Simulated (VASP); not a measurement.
## Pb: single point with PBE

Crystal: Pb.

```
Pb
1.0
     3.64655    0.00000    0.00000
    -1.82328    3.15801    0.00000
     0.00000    0.00000    5.97937
Pb
2
Direct
  0.33333 0.66667 0.25000
  0.66667 0.33333 0.75000
```

This isn't the form of Pb at room conditions, which is fcc.

| Property | Result |
| --- | --- |
| Program | VASP 6.6.1 |
| Task | single point |
| Functional | PBE |
| Potentials or basis | VASP PAW PBE potentials, release 64 (Pb_d) |
| Cutoff | 520 eV |
| k mesh | 12 × 12 × 6 |
| Occupations | fermi-dirac, width 0.1 eV |
| Spin | no spin polarisation |

```json
{
  "Pressure": "-2.6 GPa",
  "Band gap on the k mesh": "zero (bands 14 and 15 overlap by 6.84 eV)"
}
```

Stress tensor (GPa, compression positive):
```
-2.71  0.00  0.00
 0.00 -2.71  0.00
 0.00  0.00 -2.43
```

Levels at points of the mesh, in eV from the Fermi level:
```
           k point  band 10  band 11  band 12  band 13  band 14  band 15  band 16  band 17  band 18  band 19
(0.00, 0.00, 0.00)   -16.83   -10.96    -8.05    -3.61     4.93     4.93     6.42     6.42     6.49     8.04
(0.50, 0.00, 0.00)   -16.81    -8.13    -7.12    -2.69    -1.33    -0.35     1.66     1.94     4.90     5.84
(0.00, 0.00, 0.50)   -16.87    -9.94    -9.94     0.52     0.52     5.64     5.64     5.64     5.64     8.84
(0.50, 0.00, 0.50)   -16.81    -7.53    -7.53    -3.16    -3.16     3.06     3.06     3.10     3.10     6.50
```

Wall time 2.6 min on 1 thread of Intel Xeon 8259CL, on a shared host, peak memory 0.24 GiB.

Caveat: spin-orbit coupling is left out, which moves the levels of the heavy elements.
